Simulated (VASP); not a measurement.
# CdGeAs2 (I-42d) in VASP: notebook, part 3 of 3

VASP 6.6.1. Earlier steps stand in the parts before.

**6. Single point, PBE**

This run uses another cell than the first one, of 25.30 Å³/atom.

File INCAR:

```
PREC = Accurate
ENCUT = 520
EDIFF = 1E-6
ISMEAR = -1
SIGMA = 0.05
LREAL = False
LASPH = True
NELM = 60
ALGO = Normal
ISIF = 2
LWAVE = False
LCHARG = False
GGA = PE
NBANDS = 46
```

File KPOINTS:

```
Automatic mesh
0
Gamma
  6 6 6
```

File POSCAR:

```
CdGeAs2
1.0
   -2.9888745628      2.9888745628      5.6642966801
    2.9888745628     -2.9888745628      5.6642966801
    2.9888745628      2.9888745628     -5.6642966801
Cd As Ge
2 4 2
Direct
    0.5000000000      0.5000000000      0.0000000000
    0.2500000000      0.7500000000      0.5000000000
    0.0962175700      0.1250000000      0.4712175700
    0.3750000000      0.9037824300      0.0287824300
    0.6537824300      0.6250000000      0.5287824300
    0.8750000000      0.3462175700      0.9712175700
    0.7500000000      0.2500000000      0.5000000000
    0.0000000000      0.0000000000      0.0000000000
```

Potentials or basis: VASP PAW PBE potentials, release 64 (Cd, As, Ge_d).

On the command line:

```console
> cat potpaw_PBE.64/Cd/POTCAR potpaw_PBE.64/As/POTCAR potpaw_PBE.64/Ge_d/POTCAR > POTCAR
> mpirun -np 1 vasp_std > vasp.out
```

OUTCAR:

```text
PREC = Accurate
   ENCUT = 520
   EDIFF = 1E-6
   ISMEAR = -1
   LREAL = False
   LASPH = True
   NELM = 60
   ISIF = 2
   GGA = PE

 ion  position               nearest neighbor table
   1  0.500  0.500  0.000-   5 2.65   4 2.65   6 2.65   3 2.65
   2  0.250  0.750  0.500-   4 2.65   3 2.65   5 2.65   6 2.65
   3  0.096  0.125  0.471-   7 2.45   8 2.45   1 2.65   2 2.65
   4  0.375  0.904  0.029-   7 2.45   8 2.45   1 2.65   2 2.65
   5  0.654  0.625  0.529-   8 2.45   7 2.45   2 2.65   1 2.65
   6  0.875  0.346  0.971-   7 2.45   8 2.45   2 2.65   1 2.65
   7  0.750  0.250  0.500-   4 2.45   3 2.45   5 2.45   6 2.45
   8  0.000  0.000  0.000-   5 2.45   4 2.45   3 2.45   6 2.45

  LATTYP: Found a body centered tetragonal cell.
 ALAT       =     5.9777491256
 C/A-ratio  =     1.8951269319

  Lattice vectors:

 A1 = (  -2.9888745628,   2.9888745628,   5.6642966801)
 A2 = (   2.9888745628,  -2.9888745628,   5.6642966801)
 A3 = (   2.9888745628,   2.9888745628,  -5.6642966801)

Analysis of symmetry for initial positions (statically):
=====================================================================
 Subroutine PRICEL returns:
 Original cell was already a primitive cell.

 Routine SETGRP: Setting up the symmetry group for a
 body centered tetragonal supercell.

 Subroutine GETGRP returns: Found  8 space group operations
 (whereof  4 operations were pure point group operations)
 out of a pool of 16 trial point group operations.

The static configuration has the point symmetry S_4 .
 The point group associated with its full space group is D_2d.

Analysis of symmetry for dynamics (positions and initial velocities):
=====================================================================
 Subroutine PRICEL returns:
 Original cell was already a primitive cell.

 Routine SETGRP: Setting up the symmetry group for a
 body centered tetragonal supercell.

 Subroutine GETGRP returns: Found  8 space group operations
 (whereof  4 operations were pure point group operations)
 out of a pool of 16 trial point group operations.

The dynamic configuration has the point symmetry S_4 .
 The point group associated with its full space group is D_2d.

 Subroutine INISYM returns: Found  8 space group operations
 (whereof  4 operations are pure point group operations),
 and found     1 'primitive' translations

----------------------------------------------------------------------------------------

                                     Primitive cell

  volume of cell :     202.4051

  direct lattice vectors                    reciprocal lattice vectors
    -2.988874563  2.988874563  5.664296680     0.000000000  0.167287047  0.088272212
     2.988874563 -2.988874563  5.664296680     0.167287047  0.000000000  0.088272212
     2.988874563  2.988874563 -5.664296680     0.167287047  0.167287047  0.000000000

  length of vectors
     7.067602082  7.067602082  7.067602082     0.189147931  0.189147931  0.236579611

  position of ions in fractional coordinates (direct lattice)
     0.500000000  0.500000000  0.000000000
     0.250000000  0.750000000  0.500000000
     0.096217570  0.125000000  0.471217570
     0.375000000  0.903782430  0.028782430
     0.653782430  0.625000000  0.528782430
     0.875000000  0.346217570  0.971217570
     0.750000000  0.250000000  0.500000000
     0.000000000  0.000000000  0.000000000

  ion indices of the primitive-cell ions
   primitive index   ion index
[... 60 lines left out ...]
 -0.166667 -0.333333  0.166667      8.000000
 [... further k-points ...]
   k-points           NKPTS =     30   k-points in BZ     NKDIM =     30   number of bands    NBANDS=     46
   number of dos      NEDOS =    301   number of ions     NIONS =      8
   total plane-waves  NPLWV = 157464
   dimension x,y,z NGX =    54 NGY =   54 NGZ =   54
   dimension x,y,z NGXF=   108 NGYF=  108 NGZF=  108
   ions per type =               2   4   2
   NGX,Y,Z   is equivalent  to a cutoff of  12.70, 12.70, 12.70 a.u.
   NGXF,Y,Z  is equivalent  to a cutoff of  25.40, 25.40, 25.40 a.u.
 SYSTEM =  unknown system
   PREC   = accura    normal or accurate (medium, high low for compatibility)
   ISTART =      0    job   : 0-new  1-cont  2-samecut
   ICHARG =      2    charge: 1-file 2-atom 10-const
   ISPIN  =      1    spin polarized calculation?
   LNONCOLLINEAR =      F non collinear calculations
   LSORBIT =      F    spin-orbit coupling
   LASPH  =      T    aspherical Exc in radial PAW
   ENCUT  =  520.0 eV  38.22 Ry    6.18 a.u.  13.14 13.14 13.14*2*pi/ulx,y,z
   NELM   =     60;   NELMIN=  2; NELMDL= -5     # of ELM steps
   EDIFF  = 0.1E-05   stopping-criterion for ELM
   LREAL  =      F    real-space projection
   EDIFFG = 0.1E-04   stopping-criterion for IOM
   NSW    =      0    number of steps for IOM
   IBRION =     -1    ionic relax: 0-MD 1-quasi-New 2-CG
   NFREE  =      0    steps in history (QN), initial steepest desc. (CG)
   ISIF   =      2    stress and relaxation
   ISYM   =      2    0-nonsym 1-usesym 2-fastsym
   POTIM  = 0.5000    time-step for ionic-motion
   TEBEG  =    0.0;   TEEND  =   0.0 temperature during run
   PSTRESS=    0.0 pullay stress
   NELECT =      72.0000    total number of electrons
   NUPDOWN=      -1.0000    fix difference up-down
   EMIN   =  10.00;   EMAX   =-10.00  energy-range for DOS
   EFERMI =   0.00;   METHOD = LEGACY
   ISMEAR =    -1;   SIGMA  =   0.05  broadening in eV -4-tet -1-fermi 0-gaus
   EFERMI_NEDOS =   21; number of points for ismear=-14 and -15
   IALGO  =     38    algorithm
   IMIX   =      4    mixing-type and parameters
     AMIX     =   0.40;   BMIX     =  1.00
     AMIX_MAG =   1.60;   BMIX_MAG =  1.00
  volume/ion in A,a.u.               =      25.30       170.74
  Fermi-wavevector in a.u.,A,eV,Ry     =   1.159966  2.192018 18.306922  1.345521
  Thomas-Fermi vector in A             =   2.296553
   LORBIT       =      0    0 simple, 1 ext, 2 COOP (PROOUT), +10 PAW based schemes
   GGA     = PE    functional components
   LHFCALC =     F    Hartree Fock is set to
   AEXX    =    0.0000 exact exchange contribution
   IVDW    =     0    specifies the selected vdW correction
   LEPSILON=     F    determine dielectric tensor
   LRPA    =     F    only Hartree local field effects (RPA)
 non-spin polarized calculation
  energy-cutoff  :      520.00
  volume of cell :      202.41
 maximum number of plane-waves:      5476
 NGX is ok and might be reduce to    54
   NGX = 27   NGY = 27   NGZ = 27

 number of electron      72.0000010 magnetization

 Free energy of the ion-electron system (eV)
  ---------------------------------------------------
  ext. energy  EPLUGINS =         0.00000000
  ---------------------------------------------------
  free energy    TOTEN  =       -29.90176620 eV

  energy without entropy =      -29.90061902  energy(sigma->0) =      -29.90119261

 E-fermi :   3.0111     XC(G=0):  -9.3134

 val. band max:        2.8464345415   @ k =   0.1667  -0.0000   0.0000
 cond. band min:       3.0355116929   @ k =   0.0000   0.0000   0.0000
 fundamental gap:      0.1890771515
 Fermi energy:         3.0110734014

 k-point     1 :       0.0000    0.0000    0.0000
  band No.  band energies     occupation
      1     -21.9223      2.00000
      2     -21.9223      2.00000
      3     -21.9223      2.00000
      4     -21.9184      2.00000
      5     -21.9154      2.00000
      6     -21.9154      2.00000
[... 1165 lines left out ...]
     45       7.3436      0.00000
     46       7.8489      0.00000

 [... further k-points ...]

------------------------ aborting loop because EDIFF is reached ----------------------------------------

  FORCE on cell =-STRESS in cart. coord.  units (eV):
  Direction    XX          YY          ZZ          XY          YZ          ZX
  --------------------------------------------------------------------------------------
  -------------------------------------------------------------------------------------
  Total        3.0786067      3.0786067      2.9305557      0.0000000      0.0000000      0.0000000
  in kB       24.3693213     24.3693213     23.1973943      0.0000000      0.0000000      0.0000000
  external PRESSURE =      23.9786789 kB  Pullay stress =       0.0000000 kB

 VOLUME and BASIS-vectors are now :
 -----------------------------------------------------------------------------
  energy-cutoff  :      520.00
  volume of cell :      202.41
      direct lattice vectors                 reciprocal lattice vectors
    -2.988874563  2.988874563  5.664296680     0.000000000  0.167287047  0.088272212
     2.988874563 -2.988874563  5.664296680     0.167287047  0.000000000  0.088272212
     2.988874563  2.988874563 -5.664296680     0.167287047  0.167287047  0.000000000

 POSITION                                       TOTAL-FORCE (eV/Angst)
 -----------------------------------------------------------------------------------
      0.00000      0.00000      5.66430        -0.000000      0.000000      0.000000
      2.98887     -0.00000      2.83215        -0.000000      0.000000      0.000000
      1.49444      1.32238     -1.41607        -0.000000      0.133736      0.000000
      1.66649     -1.49444      7.08037        -0.133736      0.000000     -0.000000
      1.49444      1.66649      4.24822        -0.000000     -0.133736     -0.000000
      1.32238      4.48331      1.41607         0.133736      0.000000      0.000000
     -0.00000      2.98887      2.83215        -0.000000      0.000000      0.000000
      0.00000      0.00000      0.00000        -0.000000      0.000000     -0.000000
 -----------------------------------------------------------------------------------
    total drift:                               -0.000002     -0.000002     -0.000000

  FREE ENERGIE OF THE ION-ELECTRON SYSTEM (eV)
  ---------------------------------------------------
  free  energy   TOTEN  =       -29.9017662026 eV

  energy  without entropy=      -29.9006190187  energy(sigma->0) =      -29.90119261
```

Run time: 8.6 min. Hardware: 1 thread of Intel Xeon Platinum 8488C (Sapphire Rapids), shared host; peak memory 0.54 GiB.

Results:

| Item | Value |
| --- | --- |
| Free energy | -29.9018 eV |
| Pressure | 2.4 GPa |
| Largest force | 0.134 eV/Å |
| Band gap on the k mesh | 0.19 eV (least direct gap 0.21 eV) |

Forces on the atoms (eV/Å):
```
Cd   0.000  0.000  0.000
Cd   0.000  0.000  0.000
As   0.000  0.134  0.000
As  -0.134  0.000  0.000
As   0.000 -0.134  0.000
As   0.134  0.000  0.000
Ge   0.000  0.000  0.000
Ge   0.000  0.000  0.000
```

Levels at points of the mesh, in eV from the valence-band top:
```csv
k point,band 34,band 35,band 36,band 37,band 38,band 39
"(0.00, 0.00, 0.00)",-0.10,-0.02,-0.02,0.19,1.46,1.86
"(0.50, 0.00, 0.00)",-1.41,-1.12,-0.54,1.89,2.14,2.78
"(0.50, 0.50, 0.00)",-0.96,-0.46,-0.46,0.79,0.79,2.57
"(0.50, 0.50, 0.50)",-1.73,-0.87,-0.87,1.53,1.53,1.76
```

Caveat: semilocal functionals underestimate gaps, and a narrow one can read as zero. A k mesh can miss the band edges.

**7. Summary**

```tsv
level	potentials or basis	cell	gap on the mesh (eV)	pressure (GPa)	largest force (eV/Å)
PBEsol	VASP PAW PBE potentials, release 64 (Cd, As, Ge_d)	a = 6.923 Å, angles 130.0, 130.0, 73.5°, 8 atoms	0.01	3.7	0.24
PBEsol	VASP PAW PBE potentials, release 64 (Cd, As, Ge_d)	a = 6.972 Å, angles 130.0, 130.0, 73.5°, 8 atoms	0.13	2.1	0.22
PBEsol	VASP PAW PBE potentials, release 64 (Cd, As, Ge_d)	a = 7.020 Å, angles 130.0, 130.0, 73.5°, 8 atoms	0.20	0.7	0.19
LDA	VASP PAW LDA potentials, release 64 (Cd, As, Ge_d)	a = 7.068 Å, angles 130.0, 130.0, 73.5°, 8 atoms	0.19	-2.3	0.21
PBE	VASP PAW PBE potentials, release 64 (Cd, As, Ge_d)	a = 7.068 Å, angles 130.0, 130.0, 73.5°, 8 atoms	0.19	2.4	0.13
```

Alike in all rows: task single point; no spin polarisation; k mesh 6 × 6 × 6; cutoff (eV) 520; smearing fermi-dirac 0.05 eV.

Caveats: semilocal functionals underestimate gaps, and a narrow one can read as zero; the PAW data sets were made with another functional, which shifts forces and pressure a little (at least some runs); the cell stands under pressure (at least some runs); the smearing spreads over this small gap (at least some runs).

Total energies depend on the potentials used, so only differences within one code and one set of settings carry meaning.

The gap in the log of VASP goes by the Fermi energy; the results here count the filled bands.